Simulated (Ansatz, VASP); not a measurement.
This is a calculation of As for VASP 6.6.1.

The input INCAR:

```
SYSTEM = As
PREC = Accurate
ENCUT = 520
EDIFF = 1E-6
ISMEAR = -1
SIGMA = 0.05
LREAL = .FALSE.
LASPH = .TRUE.
NELM = 60
ALGO = Normal
ISIF = 2
LWAVE = .FALSE.
LCHARG = .FALSE.
NBANDS = 18
```

File KPOINTS:

```
regular mesh
0
G
  8 8 6
  0 0 0
```

File POSCAR:

```
As
1.0
    1.8607934009     -5.6078705233      0.0000000000
    1.8607934009      5.6078705233      0.0000000000
    0.0000000000      0.0000000000      4.5576693162
As
4
Direct
    0.3900000000      0.6100000000      0.5600000000
    0.8900000000      0.1100000000      0.9400000000
    0.6100000000      0.3900000000      0.4400000000
    0.1100000000      0.8900000000      0.0600000000
```

Potentials or basis: VASP PAW LDA potentials, release 64 (As).

The run is started by

```bash
$ cat potpaw_LDA.64/As/POTCAR > POTCAR
$ mpirun -np 1 vasp_std > vasp.out
```

Problem. Translate it to Ansatz 0.2.0. Potentials there: all-electron LAPW, scalar-relativistic.

Solution. As run (the cutoff follows the program's own potentials):

File input.yaml:

```yaml
crystal:
  lattice:
    - [1.8607934009, -5.6078705233, 0.0]
    - [1.8607934009, 5.6078705233, 0.0]
    - [0.0, 0.0, 4.5576693162]
  atoms:
    - { symbol: As, position: [0.39, 0.61, 0.56] }
    - { symbol: As, position: [0.89, 0.11, 0.94] }
    - { symbol: As, position: [0.61, 0.39, 0.44] }
    - { symbol: As, position: [0.11, 0.89, 0.06] }
kpoints:
  mp_grid: { grid: [8, 8, 6] }
scf:
  occupations: { method: fermi_dirac, width: 0.05 }
hamiltonian:
  xc: lda
  pseudopotentials: { kind: all_electron, lapw: { basis_error: 0.002 } }
output:
  forces: true
  stress: true
  eigenvalues: true
```

Potentials or basis: all-electron LAPW, scalar-relativistic.

Run with:

```console
$ ansatz run input.yaml --threads 2 --pin off --max-ram 8192MiB --backend cpu --events-out ev --progress --plain --runs-dir out
```

Both were run:

|  | VASP | Ansatz | Ansatz less VASP |
| --- | --- | --- | --- |
| gap on the k mesh at the Fermi level (eV) | 0.09 | 0.11 | +0.016 |
| least direct gap on the mesh (eV) | 0.17 | 0.18 | +0.012 |
| pressure (GPa) | -5.0 | -5.3 | -0.28 |
| traceless stress, the component that is largest in VASP (GPa) | -0.66 | -0.64 | +0.024 |
| rms of the force components (eV/Å) | 0.296 | 0.331 | +0.0347 |

LDA's correlation is that of Perdew and Zunger in VASP and of Perdew and Wang (1992) in Ansatz. Atom by atom the forces differ by 0.035 eV/Å (rms over components). Ansatz ran all-electron here, and VASP with PAW potentials.
